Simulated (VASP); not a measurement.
# SiGe (P6_3mc) in VASP: notebook

Runs on SiGe. Level: PBEsol. Tasks: single point.

All numbers are computed with VASP 6.6.1; they aren't measurements. Logs are shortened: lines on timing, memory, paths and dates and some standing lists are left out, and cuts for length are marked.

## 1. The cell of the first run

Symmetry: P6_3mc, No. 186, hexagonal system. Conventional cell: a = 3.904 Å, b = 3.904 Å, c = 6.451 Å, α = 90.00°, β = 90.00°, γ = 120.00°. Within 3.1 Å of Si (site symmetry 3m) lie 4 Ge at 2.35 to 2.56 Å. Ge (site symmetry 3m) has 4 Si at 2.35 to 2.56 Å within 3.1 Å.

## 2. Single point, PBEsol (atoms displaced along a vibrational mode)

INCAR reads:

```
ALGO     = Normal         # electronic algorithm
EDIFF    = 1E-6           # SCF threshold, eV
ENCUT    = 520            # plane-wave cutoff, eV
GGA      = PS             # functional
ISIF     = 2              # what is computed and relaxed
ISMEAR   = 0              # smearing method
LASPH    = True           # aspherical terms in the spheres
LCHARG   = False          # write CHGCAR
LREAL    = False          # projectors in reciprocal space
LWAVE    = False          # write WAVECAR
NBANDS   = 26             # bands
NELM     = 100            # most SCF steps
PREC     = Accurate       # precision mode
SIGMA    = 0.03           # smearing width, eV
```

KPOINTS reads:

```
k-points
0
Gamma
  12 12 6
```

POSCAR reads:

```
SiGe
1.0
    3.9044512986      0.0000000000      0.0000000000
   -1.9522256493      3.3813540124      0.0000000000
    0.0000000000      0.0000000000      6.4507830000
Si Ge
2 2
Direct
    0.6666666667      0.3333333333      0.8908840938
    0.3333333333      0.6666666667      0.3908840938
    0.6666666667      0.3333333333      0.4940978766
    0.3333333333      0.6666666667     -0.0059021234
```

Potentials or basis: VASP PAW PBE potentials, release 64 (Si, Ge_d).

Launch:

```console
$ cat potpaw_PBE.64/Si/POTCAR potpaw_PBE.64/Ge_d/POTCAR > POTCAR
$ mpirun -np 1 vasp_std > vasp.out
```

OUTCAR:

```text
EDIFF = 1E-6
   ENCUT = 520
   GGA = PS
   ISIF = 2
   ISMEAR = 0
   LASPH = True
   LREAL = False
   NELM = 100
   PREC = Accurate

 ion  position               nearest neighbor table
   1  0.667  0.333  0.891-   4 2.35   4 2.35   4 2.35   3 2.56
   2  0.333  0.667  0.391-   3 2.35   3 2.35   3 2.35   4 2.56
   3  0.667  0.333  0.494-   2 2.35   2 2.35   2 2.35   1 2.56
   4  0.333  0.667  0.994-   1 2.35   1 2.35   1 2.35   2 2.56

  LATTYP: Found a hexagonal cell.
 ALAT       =     3.9044512986
 C/A-ratio  =     1.6521612146

  Lattice vectors:

 A1 = (   3.9044512986,   0.0000000000,   0.0000000000)
 A2 = (  -1.9522256493,   3.3813540124,   0.0000000000)
 A3 = (   0.0000000000,   0.0000000000,   6.4507830000)

Analysis of symmetry for initial positions (statically):
=====================================================================
 Subroutine PRICEL returns:
 Original cell was already a primitive cell.

 Routine SETGRP: Setting up the symmetry group for a
 hexagonal supercell.

 Subroutine GETGRP returns: Found 12 space group operations
 (whereof  6 operations were pure point group operations)
 out of a pool of 24 trial point group operations.

The static configuration has the point symmetry C_3v.
 The point group associated with its full space group is C_6v.

Analysis of symmetry for dynamics (positions and initial velocities):
=====================================================================
 Subroutine PRICEL returns:
 Original cell was already a primitive cell.

 Routine SETGRP: Setting up the symmetry group for a
 hexagonal supercell.

 Subroutine GETGRP returns: Found 12 space group operations
 (whereof  6 operations were pure point group operations)
 out of a pool of 24 trial point group operations.

The dynamic configuration has the point symmetry C_3v.
 The point group associated with its full space group is C_6v.

 Subroutine INISYM returns: Found 12 space group operations
 (whereof  6 operations are pure point group operations),
 and found     1 'primitive' translations

----------------------------------------------------------------------------------------

                                     Primitive cell

  volume of cell :      85.1654

  direct lattice vectors                    reciprocal lattice vectors
     3.904451299  0.000000000  0.000000000     0.256117934  0.147869758  0.000000000
    -1.952225649  3.381354012  0.000000000     0.000000000  0.295739516  0.000000000
     0.000000000  0.000000000  6.450783000     0.000000000  0.000000000  0.155019941

  length of vectors
     3.904451299  3.904451299  6.450783000     0.295739516  0.295739516  0.155019941

  position of ions in fractional coordinates (direct lattice)
     0.666666667  0.333333333  0.890884094
     0.333333333  0.666666667  0.390884094
     0.666666667  0.333333333  0.494097877
     0.333333333  0.666666667  0.994097877

  ion indices of the primitive-cell ions
   primitive index   ion index
                 1           1
                 2           2
                 3           3
                 4           4

----------------------------------------------------------------------------------------

 KPOINTS: k-points

Automatic generation of k-mesh.
 Grid dimensions read from file:
 generate k-points for:   12   12    6

 Generating k-lattice:

  Cartesian coordinates                     Fractional coordinates (reciprocal lattice)
     0.021343161  0.012322480  0.000000000     0.083333333  0.000000000  0.000000000
     0.000000000  0.024644960  0.000000000     0.000000000  0.083333333  0.000000000
     0.000000000  0.000000000  0.025836657     0.000000000  0.000000000  0.166666667

  Length of vectors
     0.024644960  0.024644960  0.025836657

  Shift w.r.t. Gamma in fractional coordinates (k-lattice)
     0.000000000  0.000000000  0.000000000

 Subroutine IBZKPT returns following result:
 ===========================================

 Found     76 irreducible k-points:

 Following reciprocal coordinates:
            Coordinates               Weight
  0.000000  0.000000  0.000000      1.000000
  0.083333 -0.000000  0.000000      6.000000
  0.166667 -0.000000  0.000000      6.000000
  0.250000 -0.000000  0.000000      6.000000
  0.333333 -0.000000  0.000000      6.000000
  0.416667 -0.000000  0.000000      6.000000
[... 16 lines left out ...]
  0.250000 -0.000000  0.166667     12.000000
  0.333333 -0.000000  0.166667     12.000000
 [... further k-points ...]
   k-points           NKPTS =     76   k-points in BZ     NKDIM =     76   number of bands    NBANDS=     26
   number of dos      NEDOS =    301   number of ions     NIONS =      4
   total plane-waves  NPLWV =  43200
   dimension x,y,z NGX =    30 NGY =   30 NGZ =   48
   dimension x,y,z NGXF=    60 NGYF=   60 NGZF=   96
   ions per type =               2   2
   NGX,Y,Z   is equivalent  to a cutoff of  12.77, 12.77, 12.37 a.u.
   NGXF,Y,Z  is equivalent  to a cutoff of  25.55, 25.55, 24.74 a.u.
 SYSTEM =  unknown system
   PREC   = accura    normal or accurate (medium, high low for compatibility)
   ISTART =      0    job   : 0-new  1-cont  2-samecut
   ICHARG =      2    charge: 1-file 2-atom 10-const
   ISPIN  =      1    spin polarized calculation?
   LNONCOLLINEAR =      F non collinear calculations
   LSORBIT =      F    spin-orbit coupling
   LASPH  =      T    aspherical Exc in radial PAW
   ENCUT  =  520.0 eV  38.22 Ry    6.18 a.u.   7.26  7.26 11.99*2*pi/ulx,y,z
   NELM   =    100;   NELMIN=  2; NELMDL= -5     # of ELM steps
   EDIFF  = 0.1E-05   stopping-criterion for ELM
   LREAL  =      F    real-space projection
   EDIFFG = 0.1E-04   stopping-criterion for IOM
   NSW    =      0    number of steps for IOM
   IBRION =     -1    ionic relax: 0-MD 1-quasi-New 2-CG
   NFREE  =      0    steps in history (QN), initial steepest desc. (CG)
   ISIF   =      2    stress and relaxation
   ISYM   =      2    0-nonsym 1-usesym 2-fastsym
   POTIM  = 0.5000    time-step for ionic-motion
   TEBEG  =    0.0;   TEEND  =   0.0 temperature during run
   PSTRESS=    0.0 pullay stress
   NELECT =      36.0000    total number of electrons
   NUPDOWN=      -1.0000    fix difference up-down
   EMIN   =  10.00;   EMAX   =-10.00  energy-range for DOS
   EFERMI =   0.00;   METHOD = LEGACY
   ISMEAR =     0;   SIGMA  =   0.03  broadening in eV -4-tet -1-fermi 0-gaus
   EFERMI_NEDOS =   21; number of points for ismear=-14 and -15
   IALGO  =     38    algorithm
   IMIX   =      4    mixing-type and parameters
     AMIX     =   0.40;   BMIX     =  1.00
     AMIX_MAG =   1.60;   BMIX_MAG =  1.00
  volume/ion in A,a.u.               =      21.29       143.68
  Fermi-wavevector in a.u.,A,eV,Ry     =   1.228631  2.321775 20.538443  1.509533
  Thomas-Fermi vector in A             =   2.363549
   LORBIT       =      0    0 simple, 1 ext, 2 COOP (PROOUT), +10 PAW based schemes
   GGA     = PS    functional components
   LHFCALC =     F    Hartree Fock is set to
   AEXX    =    0.0000 exact exchange contribution
   IVDW    =     0    specifies the selected vdW correction
   LEPSILON=     F    determine dielectric tensor
   LRPA    =     F    only Hartree local field effects (RPA)
 non-spin polarized calculation
 Gauss-broadening in eV      SIGMA  =   0.03
  energy-cutoff  :      520.00
  volume of cell :       85.17
 maximum number of plane-waves:      2316
 NGX is ok and might be reduce to    30
   NGX = 15   NGY = 15   NGZ = 23

 number of electron      36.0000012 magnetization

 Free energy of the ion-electron system (eV)
  ---------------------------------------------------
  ext. energy  EPLUGINS =         0.00000000
  ---------------------------------------------------
  free energy    TOTEN  =       -21.04084931 eV

  energy without entropy =      -21.04074585  energy(sigma->0) =      -21.04079758

 E-fermi :   5.7424     XC(G=0):  -9.8658

 val. band max:        5.7034531192   @ k =   0.0000   0.0000   0.1667
 cond. band min:       5.7703207422   @ k =   0.5000  -0.0000   0.1667
 fundamental gap:      0.0668676230
 Fermi energy:         5.7424033638

 k-point     1 :       0.0000    0.0000    0.0000
  band No.  band energies     occupation
      1     -19.0309      2.00000
      2     -19.0309      2.00000
      3     -19.0288      2.00000
      4     -19.0288      2.00000
      5     -19.0279      2.00000
      6     -19.0270      2.00000
[... 18 lines left out ...]
     25       9.5599      0.00000
     26      12.0135      0.00000

 k-point     2 :       0.0833   -0.0000    0.0000
  band No.  band energies     occupation
      1     -19.0311      2.00000
      2     -19.0304      2.00000
      3     -19.0300      2.00000
      4     -19.0282      2.00000
      5     -19.0266      2.00000
      6     -19.0263      2.00000
[... 18 lines left out ...]
     25       9.8733      0.00000
     26      11.5469      0.00000

 k-point     3 :       0.1667   -0.0000    0.0000
  band No.  band energies     occupation
      1     -19.0321      2.00000
      2     -19.0311      2.00000
      3     -19.0291      2.00000
      4     -19.0268      2.00000
      5     -19.0254      2.00000
      6     -19.0241      2.00000
[... 18 lines left out ...]
     25      10.6972      0.00000
     26      10.7332      0.00000

 k-point     4 :       0.2500   -0.0000    0.0000
  band No.  band energies     occupation
      1     -19.0337      2.00000
      2     -19.0318      2.00000
      3     -19.0275      2.00000
      4     -19.0249      2.00000
      5     -19.0239      2.00000
      6     -19.0216      2.00000
[... 18 lines left out ...]
     25      11.8229      0.00000
     26      11.8732      0.00000
[... 496 lines left out ...]
      1     -19.0320      2.00000
      2     -19.0312      2.00000
      3     -19.0289      2.00000
      4     -19.0270      2.00000
      5     -19.0254      2.00000
      6     -19.0242      2.00000
[... 18 lines left out ...]
     25      10.5212      0.00000
     26      11.2923      0.00000

 k-point    23 :       0.2500   -0.0000    0.1667
  band No.  band energies     occupation
      1     -19.0336      2.00000
      2     -19.0320      2.00000
      3     -19.0273      2.00000
      4     -19.0251      2.00000
      5     -19.0238      2.00000
      6     -19.0218      2.00000
[... 18 lines left out ...]
     25      11.6352      0.00000
     26      11.6629      0.00000

 k-point    24 :       0.3333   -0.0000    0.1667
  band No.  band energies     occupation
      1     -19.0350      2.00000
      2     -19.0328      2.00000
      3     -19.0258      2.00000
      4     -19.0232      2.00000
      5     -19.0222      2.00000
      6     -19.0196      2.00000
[... 18 lines left out ...]
     25      12.3566      0.00000
     26      12.8023      0.00000

 [... further k-points ...]

------------------------ aborting loop because EDIFF is reached ----------------------------------------

  FORCE on cell =-STRESS in cart. coord.  units (eV):
  Direction    XX          YY          ZZ          XY          YZ          ZX
  --------------------------------------------------------------------------------------
  -------------------------------------------------------------------------------------
  Total        1.5085772      1.5085772     -2.2564330      0.0000000     -0.0000000      0.0000000
  in kB       28.3801733     28.3801733    -42.4492421      0.0000000     -0.0000000      0.0000000
  external PRESSURE =       4.7703681 kB  Pullay stress =       0.0000000 kB

 VOLUME and BASIS-vectors are now :
 -----------------------------------------------------------------------------
  energy-cutoff  :      520.00
  volume of cell :       85.17
      direct lattice vectors                 reciprocal lattice vectors
     3.904451299  0.000000000  0.000000000     0.256117934  0.147869758  0.000000000
    -1.952225649  3.381354012  0.000000000     0.000000000  0.295739516  0.000000000
     0.000000000  0.000000000  6.450783000     0.000000000  0.000000000  0.155019941

 POSITION                                       TOTAL-FORCE (eV/Angst)
 -----------------------------------------------------------------------------------
      1.95223      1.12712      5.74690        -0.000000      0.000000     -1.352004
     -0.00000      2.25424      2.52151         0.000000     -0.000000     -1.352004
      1.95223      1.12712      3.18732         0.000000      0.000000      1.352004
     -0.00000      2.25424      6.41271        -0.000000      0.000000      1.352004
 -----------------------------------------------------------------------------------
    total drift:                               -0.000000     -0.000000      0.002474

  FREE ENERGIE OF THE ION-ELECTRON SYSTEM (eV)
  ---------------------------------------------------
  free  energy   TOTEN  =       -21.0408493054 eV

  energy  without entropy=      -21.0407458483  energy(sigma->0) =      -21.04079758
```

Wall time 62 s (1 thread of Intel Xeon 6975P-C (Granite Rapids), shared host); peak memory 0.28 GiB.

Results:

- Free energy: -21.0408 eV
- Pressure: 0.5 GPa
- Largest force: 1.352 eV/Å
- Band gap on the k mesh: zero (bands 18 and 19 overlap by 0.16 eV)

Forces in eV/Å, atoms in the order of the input:
```
Si   0.000  0.000 -1.352
Si   0.000  0.000 -1.352
Ge   0.000  0.000  1.352
Ge   0.000  0.000  1.352
```

Caveat: the cell differs from its parent crystal (atoms displaced along a vibrational mode); semilocal functionals underestimate gaps, so a narrow gap can read as zero; the PAW data sets were made with another functional, which shifts forces and pressure a little.

(Continued in part 2 of 3.)
